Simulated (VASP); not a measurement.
Input of a VASP 6.6.1 run:

INCAR

```
SYSTEM = CaZn2Re2
PREC     = Accurate       ! precision mode
ENCUT    = 520            ! plane-wave cutoff, eV
EDIFF    = 1E-6           ! SCF threshold, eV
ISMEAR   = -1             ! smearing method
SIGMA    = 0.1            ! smearing width, eV
LREAL    = .False.        ! projectors in reciprocal space
LASPH    = .True.         ! aspherical terms in the spheres
NELM     = 60             ! most SCF steps
ALGO     = Normal         ! electronic algorithm
ISIF     = 2              ! what is computed and relaxed
LWAVE    = .False.        ! write WAVECAR
LCHARG   = .False.        ! write CHGCAR
GGA      = PS             ! functional
NBANDS   = 32             ! bands
```

The input KPOINTS:

```
Automatic mesh
0
Gamma
  5 5 3
  0 0 0
```

POSCAR

```
CaZn2Re2
1.0
    3.9910650000      0.0000000000      0.0000000000
   -1.9955330000      3.4563650000      0.0000000000
    0.0000000000      0.0000000000      6.7077940000
Zn Ca Re
2 1 2
Direct
    0.3333000000      0.6667000000      0.6307000000
    0.6667000000      0.3333000000      0.3693000000
    0.0000000000      0.0000000000      0.0000000000
    0.3333000000      0.6667000000      0.2571000000
    0.6667000000      0.3333000000      0.7429000000
```

Potentials or basis: VASP PAW PBE potentials, release 64 (Zn, Ca_sv, Re).

The run is started by

```console
$ cat potpaw_PBE.64/Zn/POTCAR potpaw_PBE.64/Ca_sv/POTCAR potpaw_PBE.64/Re/POTCAR > POTCAR
$ mpirun -np 1 vasp_std > vasp.out
```

Question: Predict the largest force.

Answer: 0.940 eV/Å.

Question: Estimate the pressure.

Answer: 7.6 GPa.

Stress tensor (GPa, compression positive):
```
 8.16  0.02 -0.01
 0.02  8.18  0.00
-0.01  0.00  6.60
```

Caveat: the k points lie up to 0.36 Å⁻¹ apart; the PAW data sets were made with another functional, which shifts forces and pressure a little.
